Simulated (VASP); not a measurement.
A run of VASP 6.6.1:

File POSCAR:

```
NaCl
1.0
    0.0000000000      2.8261836710      2.8261836710
    2.8261836710      0.0000000000      2.8261836710
    2.8261836710      2.8261836710      0.0000000000
Na Cl
1 1
Direct
    0.0000000000      0.0000000000      0.0000000000
    0.5000000000      0.5000000000      0.5000000000
```

INCAR.step1

```
SYSTEM = NaCl
PREC     = Accurate       ! precision mode
ENCUT    = 520            ! plane-wave cutoff, eV
EDIFF    = 1E-5           ! SCF threshold, eV
ISMEAR   = -1             ! smearing method
SIGMA    = 0.02           ! smearing width, eV
LREAL    = .False.        ! projectors in reciprocal space
LASPH    = .True.         ! aspherical terms in the spheres
NELM     = 100            ! most SCF steps
ALGO     = Normal         ! electronic algorithm
ISIF     = 2              ! what is computed and relaxed
LWAVE    = .True.         ! write WAVECAR
LCHARG   = .False.        ! write CHGCAR
GGA      = PE             ! functional
NBANDS   = 14             ! bands
```

File INCAR.step2:

```
SYSTEM = NaCl
PREC     = Accurate       ! precision mode
ENCUT    = 520            ! plane-wave cutoff, eV
EDIFF    = 1E-7           ! SCF threshold, eV
ISMEAR   = -1             ! smearing method
SIGMA    = 0.02           ! smearing width, eV
LREAL    = .False.        ! projectors in reciprocal space
LASPH    = .True.         ! aspherical terms in the spheres
NELM     = 100            ! most SCF steps
ALGO     = Normal         ! electronic algorithm
ISIF     = 2              ! what is computed and relaxed
LWAVE    = .False.        ! write WAVECAR
LCHARG   = .False.        ! write CHGCAR
GGA      = PE             ! functional
LHFCALC  = .True.         ! exact exchange
HFSCREEN = 0.2079         ! screening, 1/A
PRECFOCK = Normal       
ISTART   = 1            
NBANDS   = 14             ! bands
```

File KPOINTS:

```
Automatic mesh
0
Gamma
  6 6 6
  0 0 0
```

Potentials or basis: VASP PAW PBE potentials, release 64 (Na_pv, Cl).

Run with:

```bash
$ cat potpaw_PBE.64/Na_pv/POTCAR potpaw_PBE.64/Cl/POTCAR > POTCAR
$ cp INCAR.step1 INCAR
$ mpirun -np 1 vasp_std > vasp.out
$ cp INCAR.step2 INCAR
$ mpirun -np 1 vasp_std > vasp.out
```

Hardware: 1 thread of Intel(R) Xeon(R) Platinum 8259CL CPU @ 2.50GHz (Skylake/Cascade Lake) (shared host).

**Question.** Estimate the wall time of this run.

**Answer.** It took 24 min on 1 thread of Intel(R) Xeon(R) Platinum 8259CL CPU @ 2.50GHz (Skylake/Cascade Lake), on a shared host, peak memory 0.28 GiB. Counts: k points 16.
